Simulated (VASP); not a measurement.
# Hf3SiC (P6_3/mmc) in VASP: further runs, part 2 of 2

VASP 6.6.1.

### Step 4. Relaxation of cell and atoms, PBE

This run uses another cell than the first one, of 19.47 Å³/atom.

File INCAR:

```
PREC = Accurate ; ENCUT = 600
EDIFF = 1E-7 ; ISMEAR = 0
SIGMA = 0.1 ; LREAL = False
LASPH = True ; NELM = 100
ALGO = Normal ; ISIF = 3
LWAVE = False ; LCHARG = False
GGA = PE ; IBRION = 2
NSW = 90 ; EDIFFG = -0.04
```

File KPOINTS:

```
Automatic mesh
0
Gamma
  3 3 4
```

File POSCAR:

```
Hf3SiC
1.0
    6.4439100000      0.0000000000      0.0000000000
   -3.2219550000      5.5805897600      0.0000000000
    0.0000000000      0.0000000000      5.4128844000
Hf Si C
6 2 2
Direct
    0.8333333300      0.6666666700      0.7500000000
    0.3333333300      0.1666666700      0.7500000000
    0.8333333300      0.1666666700      0.7500000000
    0.1666666700      0.3333333300      0.2500000000
    0.6666666700      0.8333333300      0.2500000000
    0.1666666700      0.8333333300      0.2500000000
    0.3333333300      0.6666666700      0.7500000000
    0.6666666700      0.3333333300      0.2500000000
    0.0000000000      0.0000000000      0.0000000000
    0.0000000000      0.0000000000      0.5000000000
```

Potentials or basis: VASP PAW PBE potentials, release 64 (Hf_pv, Si, C).

The run is started by

```bash
$ cat potpaw_PBE.64/Hf_pv/POTCAR potpaw_PBE.64/Si/POTCAR potpaw_PBE.64/C/POTCAR > POTCAR
$ mpirun -np 1 vasp_std > vasp.out
```

OUTCAR:

```text
PREC = Accurate
   ENCUT = 600
   EDIFF = 1E-7
   ISMEAR = 0
   LREAL = False
   LASPH = True
   NELM = 100
   ISIF = 3
   GGA = PE
   IBRION = 2
   NSW = 90
   EDIFFG = -0.04

 ion  position               nearest neighbor table
   1  0.833  0.667  0.750-   9 2.30  10 2.30   7 3.22   7 3.22   2 3.22   3 3.22   3 3.22   2 3.22
                             5 3.28   5 3.28   6 3.28   6 3.28   8 3.28   8 3.28
   2  0.333  0.167  0.750-   9 2.30  10 2.30   3 3.22   3 3.22   7 3.22   7 3.22   1 3.22   1 3.22
                             4 3.28   4 3.28   8 3.28   8 3.28   6 3.28   6 3.28
   3  0.833  0.167  0.750-   9 2.30  10 2.30   2 3.22   2 3.22   7 3.22   1 3.22   1 3.22   7 3.22
                             8 3.28   8 3.28   4 3.28   4 3.28   5 3.28   5 3.28
   4  0.167  0.333  0.250-   9 2.30  10 2.30   8 3.22   8 3.22   5 3.22   6 3.22   6 3.22   5 3.22
                             2 3.28   2 3.28   3 3.28   3 3.28   7 3.28   7 3.28
   5  0.667  0.833  0.250-   9 2.30  10 2.30   6 3.22   6 3.22   8 3.22   8 3.22   4 3.22   4 3.22
                             1 3.28   1 3.28   7 3.28   7 3.28   3 3.28   3 3.28
   6  0.167  0.833  0.250-   9 2.30  10 2.30   5 3.22   5 3.22   8 3.22   4 3.22   4 3.22   8 3.22
                             7 3.28   7 3.28   1 3.28   1 3.28   2 3.28   2 3.28
   7  0.333  0.667  0.750-   1 3.22   1 3.22   3 3.22   2 3.22   2 3.22   3 3.22   6 3.28   6 3.28
                             5 3.28   5 3.28   4 3.28   4 3.28
   8  0.667  0.333  0.250-   4 3.22   4 3.22   6 3.22   5 3.22   5 3.22   6 3.22   3 3.28   3 3.28
                             2 3.28   2 3.28   1 3.28   1 3.28
   9  0.000  0.000  0.000-   2 2.30   5 2.30   4 2.30   1 2.30   3 2.30   6 2.30
  10  0.000  0.000  0.500-   2 2.30   5 2.30   4 2.30   1 2.30   3 2.30   6 2.30

  LATTYP: Found a hexagonal cell.
 ALAT       =     6.4439100000
 C/A-ratio  =     0.8400000000

  Lattice vectors:

 A1 = (   6.4439100000,   0.0000000000,   0.0000000000)
 A2 = (  -3.2219550000,   5.5805897600,   0.0000000000)
 A3 = (   0.0000000000,   0.0000000000,   5.4128844000)

Analysis of symmetry for initial positions (statically):
=====================================================================
 Subroutine PRICEL returns:
 Original cell was already a primitive cell.

 Routine SETGRP: Setting up the symmetry group for a
 hexagonal supercell.

 Subroutine GETGRP returns: Found 24 space group operations
 (whereof 12 operations were pure point group operations)
 out of a pool of 24 trial point group operations.

The static configuration has the point symmetry D_3d.
 The point group associated with its full space group is D_6h.

Analysis of symmetry for dynamics (positions and initial velocities):
=====================================================================
 Subroutine PRICEL returns:
 Original cell was already a primitive cell.

 Routine SETGRP: Setting up the symmetry group for a
 hexagonal supercell.

 Subroutine GETGRP returns: Found 24 space group operations
 (whereof 12 operations were pure point group operations)
 out of a pool of 24 trial point group operations.

The dynamic configuration has the point symmetry D_3d.
 The point group associated with its full space group is D_6h.

 Subroutine INISYM returns: Found 24 space group operations
 (whereof 12 operations are pure point group operations),
 and found     1 'primitive' translations

----------------------------------------------------------------------------------------

                                     Primitive cell

  volume of cell :     194.6518

  direct lattice vectors                    reciprocal lattice vectors
     6.443910000  0.000000000  0.000000000     0.155185283  0.089596265  0.000000000
    -3.221955000  5.580589760  0.000000000     0.000000000  0.179192530  0.000000000
[... 53 lines left out ...]

 Found      9 irreducible k-points:

 Following reciprocal coordinates:
            Coordinates               Weight
  0.000000  0.000000  0.000000      1.000000
  0.333333  0.000000  0.000000      6.000000
  0.333333  0.333333  0.000000      2.000000
  0.000000  0.000000  0.250000      2.000000
  0.333333  0.000000  0.250000     12.000000
  0.333333  0.333333  0.250000      4.000000
  0.000000  0.000000  0.500000      1.000000
  0.333333  0.000000  0.500000      6.000000
  0.333333  0.333333  0.500000      2.000000
   k-points           NKPTS =      9   k-points in BZ     NKDIM =      9   number of bands    NBANDS=     45
   number of dos      NEDOS =    301   number of ions     NIONS =     10
   total plane-waves  NPLWV = 139968
   dimension x,y,z NGX =    54 NGY =   54 NGZ =   48
   dimension x,y,z NGXF=   108 NGYF=  108 NGZF=   96
   ions per type =               6   2   2
   NGX,Y,Z   is equivalent  to a cutoff of  13.93, 13.93, 14.74 a.u.
   NGXF,Y,Z  is equivalent  to a cutoff of  27.86, 27.86, 29.48 a.u.
 SYSTEM =  unknown system
   PREC   = accura    normal or accurate (medium, high low for compatibility)
   ISTART =      0    job   : 0-new  1-cont  2-samecut
   ICHARG =      2    charge: 1-file 2-atom 10-const
   ISPIN  =      1    spin polarized calculation?
   LNONCOLLINEAR =      F non collinear calculations
   LSORBIT =      F    spin-orbit coupling
   LASPH  =      T    aspherical Exc in radial PAW
   ENCUT  =  600.0 eV  44.10 Ry    6.64 a.u.  12.87 12.87 10.81*2*pi/ulx,y,z
   NELM   =    100;   NELMIN=  2; NELMDL= -5     # of ELM steps
   EDIFF  = 0.1E-06   stopping-criterion for ELM
   LREAL  =      F    real-space projection
   EDIFFG = -.4E-01   stopping-criterion for IOM
   NSW    =     90    number of steps for IOM
   IBRION =      2    ionic relax: 0-MD 1-quasi-New 2-CG
   NFREE  =      1    steps in history (QN), initial steepest desc. (CG)
   ISIF   =      3    stress and relaxation
   ISYM   =      2    0-nonsym 1-usesym 2-fastsym
   POTIM  = 0.5000    time-step for ionic-motion
   TEBEG  =    0.0;   TEEND  =   0.0 temperature during run
   PSTRESS=    0.0 pullay stress
   NELECT =      76.0000    total number of electrons
   NUPDOWN=      -1.0000    fix difference up-down
   EMIN   =  10.00;   EMAX   =-10.00  energy-range for DOS
   EFERMI =   0.00;   METHOD = LEGACY
   ISMEAR =     0;   SIGMA  =   0.10  broadening in eV -4-tet -1-fermi 0-gaus
   EFERMI_NEDOS =   21; number of points for ismear=-14 and -15
   IALGO  =     38    algorithm
   IMIX   =      4    mixing-type and parameters
     AMIX     =   0.40;   BMIX     =  1.00
     AMIX_MAG =   1.60;   BMIX_MAG =  1.00
  volume/ion in A,a.u.               =      19.47       131.36
  Fermi-wavevector in a.u.,A,eV,Ry     =   1.196538  2.261129 19.479513  1.431704
  Thomas-Fermi vector in A             =   2.332476
   LORBIT       =      0    0 simple, 1 ext, 2 COOP (PROOUT), +10 PAW based schemes
   GGA     = PE    functional components
   LHFCALC =     F    Hartree Fock is set to
   AEXX    =    0.0000 exact exchange contribution
   IVDW    =     0    specifies the selected vdW correction
   LEPSILON=     F    determine dielectric tensor
   LRPA    =     F    only Hartree local field effects (RPA)
 conjugate gradient relaxation of ions
 non-spin polarized calculation
 Gauss-broadening in eV      SIGMA  =   0.10
  energy-cutoff  :      600.00
  volume of cell :      194.65
 maximum number of plane-waves:      6526
 NGX is ok and might be reduce to    54
   NGX = 25   NGY = 25   NGZ = 21

--------------------------------------- Ionic step        1  -------------------------------------------

 number of electron      75.9999990 magnetization

 Free energy of the ion-electron system (eV)
  ---------------------------------------------------
  ext. energy  EPLUGINS =         0.00000000
  ---------------------------------------------------
  free energy    TOTEN  =       -92.08191806 eV

  energy without entropy =      -92.05345384  energy(sigma->0) =      -92.06768595

------------------------ aborting loop because EDIFF is reached ----------------------------------------

  FORCE on cell =-STRESS in cart. coord.  units (eV):
  Direction    XX          YY          ZZ          XY          YZ          ZX
  --------------------------------------------------------------------------------------
  -------------------------------------------------------------------------------------
  Total      -20.3676624    -20.3676624    -15.4402611      0.0000000     -0.0000000     -0.0000000
  in kB     -167.6460996   -167.6460996   -127.0886911      0.0000000     -0.0000000     -0.0000000
  external PRESSURE =    -154.1269634 kB  Pullay stress =       0.0000000 kB
[... 251 lines left out ...]
--------------------------------------- Ionic step        7  -------------------------------------------

 number of electron      76.0000001 magnetization

 Free energy of the ion-electron system (eV)
  ---------------------------------------------------
  ext. energy  EPLUGINS =         0.00000000
  ---------------------------------------------------
  free energy    TOTEN  =       -93.42273392 eV

  energy without entropy =      -93.38870226  energy(sigma->0) =      -93.40571809

 E-fermi :   6.5145     XC(G=0): -11.4895

 val. band max:        6.4529771162   @ k =   0.0000   0.0000   0.0000
 cond. band min:       6.5311554491   @ k =   0.3333   0.0000   0.2500
 fundamental gap:      0.0781783329
 Fermi energy:         6.5144785107

 k-point     1 :       0.0000    0.0000    0.0000
  band No.  band energies     occupation
      1     -24.8162      2.00000
      2     -24.6566      2.00000
      3     -24.6129      2.00000
      4     -24.5099      2.00000
      5     -24.5099      2.00000
      6     -24.4709      2.00000
[... 458 lines left out ...]
  FREE ENERGIE OF THE ION-ELECTRON SYSTEM (eV)
  ---------------------------------------------------
  free  energy   TOTEN  =       -93.4227339201 eV

  energy  without entropy=      -93.3887022599  energy(sigma->0) =      -93.40571809

 reached required accuracy - stopping structural energy minimisation
```

It took 6 min on 1 thread of Intel Xeon 6975P-C (Granite Rapids), shared host; peak memory 0.44 GiB.

What came out:

* Free energy: -93.4227 eV
* Relaxed volume: 16.96 Å³/atom
* Relaxed cell: a = 6.113 Å, b = 6.113 Å, c = 5.241 Å, α = 90.00°, β = 90.00°, γ = 120.00°
* Space group after relaxing (to 0.1 Å): P6_3/mmc (No. 194)
* Energy gained by relaxing: 134.1 meV/atom
* Ionic steps: 7
* Pressure after relaxing: 0.2 GPa
* Largest force after relaxing: 0.027 eV/Å
* Band gap on the k mesh: zero (bands 38 and 39 overlap by 0.31 eV)

Forces on the atoms (eV/Å):
```
Hf   0.000 -0.027  0.000
Hf   0.023  0.013  0.000
Hf  -0.023  0.013  0.000
Hf   0.000  0.027  0.000
Hf  -0.023 -0.013  0.000
Hf   0.023 -0.013  0.000
Si   0.000  0.000  0.000
Si   0.000  0.000  0.000
C    0.000  0.000  0.000
C    0.000  0.000  0.000
```

The path:
| step | energy change (eV) | largest force (eV/Å) | pressure (GPa) | volume (Å³) |
| --- | --- | --- | --- | --- |
| 1 | 0.0000 | 0.6228 | -15.41 | 194.65 |
| 2 | 1.2997 | 3.7775 | 34.59 | 146.49 |
| 3 | -1.2695 | 0.6591 | -1.10 | 172.65 |
| 4 | -1.2718 | 0.7151 | -0.48 | 171.96 |
| 5 | -1.2717 | 0.7508 | -0.08 | 171.52 |
| 6 | -1.3395 | 0.0735 | 0.27 | 169.32 |
| 7 | -1.3408 | 0.0269 | 0.20 | 169.58 |

Final structure:
```xyz
10
Lattice="6.1128 0.0000 0.0000 -3.0564 5.2938 0.0000 0.0000 0.0000 5.2406" Properties=species:S:1:pos:R:3 pbc="T T T"
Hf    3.0564    3.5134    3.9304
Hf    1.5418    0.8902    3.9304
Hf    4.5709    0.8902    3.9304
Hf    0.0000    1.7804    1.3101
Hf    1.5145    4.4036    1.3101
Hf   -1.5145    4.4036    1.3101
Si    0.0000    3.5292    3.9304
Si    3.0564    1.7646    1.3101
C     0.0000    0.0000    0.0000
C     0.0000    0.0000    2.6203
```

Caveat: the k points lie up to 0.40 Å⁻¹ apart in the final cell; spin-orbit coupling is left out, which moves the levels of the heavy elements.

### Step 5. Single point, PBE

File INCAR:

```
SYSTEM = Hf3SiC
  PREC = Accurate
  ENCUT = 520
  EDIFF = 1E-6
  ISMEAR = 0
  SIGMA = 0.1
  LREAL = .FALSE.
  LASPH = .TRUE.
  NELM = 80
  ALGO = Normal
  ISIF = 2
  LWAVE = .FALSE.
  LCHARG = .FALSE.
  GGA = PE
  NBANDS = 49
```

File KPOINTS:

```
regular mesh
0
G
  6 6 8
  0 0 0
```

File POSCAR:

```
Hf3SiC
1.0
    6.1264477902      0.0000000000      0.0000000000
   -3.0632238951      5.3056594212      0.0000000000
    0.0000000000      0.0000000000      5.2347653472
Hf Si C
6 2 2
Direct
    0.8316111832      0.6632223665      0.7500000000
    0.3367776335      0.1683888168      0.7500000000
    0.8316111832      0.1683888168      0.7500000000
    0.1683888168      0.3367776335      0.2500000000
    0.6632223665      0.8316111832      0.2500000000
    0.1683888168      0.8316111832      0.2500000000
    0.3333333333      0.6666666667      0.7500000000
    0.6666666667      0.3333333333      0.2500000000
    0.0000000000      0.0000000000      0.0000000000
    0.0000000000      0.0000000000      0.5000000000
```

The run is started by

```bash
$ cat potpaw_PBE.64/Hf_pv/POTCAR potpaw_PBE.64/Si/POTCAR potpaw_PBE.64/C/POTCAR > POTCAR
$ mpirun -np 1 vasp_std > vasp.out
```

Wall time 2.3 min (1 thread of Intel Xeon 6975P-C (Granite Rapids), shared host); peak memory 0.43 GiB.

Results (log left out):

```yaml
Free_energy: -93.4643 eV
Pressure: -0.5 GPa
Largest_force: 0.075 eV/Å
Band_gap_on_the_k_mesh: zero (bands 38 and 39 overlap by 0.34 eV)
```

Forces in eV/Å, atoms in the order of the input:
```
Hf   0.000  0.075  0.000
Hf  -0.065 -0.037  0.000
Hf   0.065 -0.037  0.000
Hf   0.000 -0.075  0.000
Hf   0.065  0.037  0.000
Hf  -0.065  0.037  0.000
Si   0.000  0.000  0.000
Si   0.000  0.000  0.000
C    0.000  0.000  0.000
C    0.000  0.000  0.000
```

Levels at points of the mesh, in eV from the Fermi level:
```tsv
k point	band 34	band 35	band 36	band 37	band 38	band 39	band 40	band 41	band 42	band 43
(0.00, 0.00, 0.00)	-1.62	-1.62	-1.25	-0.70	-0.70	0.01	0.81	0.98	0.98	1.09
(0.50, 0.00, 0.00)	-1.91	-1.23	-0.86	-0.61	-0.08	0.15	0.59	0.65	0.82	0.90
(0.00, 0.00, 0.50)	-2.45	-0.81	-0.81	-0.81	-0.81	0.29	0.29	0.29	0.29	0.68
(0.50, 0.00, 0.50)	-2.54	-0.93	-0.93	-0.73	-0.73	0.66	0.66	1.10	1.10	1.43
```

Caveat: spin-orbit coupling is left out, which moves the levels of the heavy elements.

### Step 6. Summary

```csv
task,cell,k mesh,cutoff (eV),gap on the mesh (eV),pressure (GPa),largest force (eV/Å)
single point,"a = 6.122, b = 6.122, c = 5.239 Å, angles 90.0, 90.0, 120.0°, 10 atoms, atomic positions A",3 × 3 × 4,520,none,-0.3,0.08
single point,"a = 6.444, b = 6.444, c = 5.413 Å, angles 90.0, 90.0, 120.0°, 10 atoms, atomic positions B",3 × 3 × 4,520,none,-15.4,0.62
relaxation of cell and atoms,"relaxed from a = 6.444, b = 6.444, c = 5.413 Å, angles 90.0, 90.0, 120.0°, 10 atoms, atomic positions B",3 × 3 × 4,600,none,0.2,0.03
single point,"a = 6.126, b = 6.126, c = 5.235 Å, angles 90.0, 90.0, 120.0°, 10 atoms, atomic positions A",6 × 6 × 8,520,none,-0.5,0.07
```

Alike in all rows: level PBE; potentials or basis VASP PAW PBE potentials, release 64 (Hf_pv, Si, C); no spin polarisation; smearing gaussian 0.1 eV.

Caveats: some runs use coarse meshes; spin-orbit coupling is left out, which moves the levels of the heavy elements.

Total energies depend on the potentials used, so only differences within one code and one set of settings carry meaning.
